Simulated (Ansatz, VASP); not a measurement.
**One calculation of Cu4O, two programs**

```
Cu O
1.0
     3.96145    0.00000    0.00000
     0.00000    3.96145    0.00000
     0.00000    0.00000    3.96145
Cu O
4 1
Direct
  0.50000 0.50000 0.50000
  0.50000 0.00000 0.00000
  0.00000 0.50000 0.00000
  0.00000 0.00000 0.50000
  0.00000 0.00000 0.00000
```

Alike in both runs: functional PBE; k mesh 10 × 10 × 10; occupations gaussian, width 0.1 eV; no spin polarisation.

Ansatz relaxed the structure, and its values are those at the end. VASP's run is a single point on that final structure, the one shown.

|  | VASP | Ansatz |
| --- | --- | --- |
| version | VASP 6.6.1 | Ansatz 0.2.0 |
| potentials or method | VASP PAW PBE potentials, release 64 (Cu, O), cutoff 520 eV | scalar-relativistic, plane waves, PAW |
| valence electrons in the cell | 50 | 82 |

```csv
,VASP,Ansatz,Ansatz less VASP
gap on the k mesh at the Fermi level (eV),none,none,-
pressure (GPa),0.6,0.0,-0.56
```

A gap of «none» marks a metal or a gap that the smearing closes. With one functional, cell and mesh, what is left measures potentials, basis and numerics. VASP's potentials hold 50 valence electrons a cell and Ansatz's 82, so a difference there can come from the potentials and not from the codes.
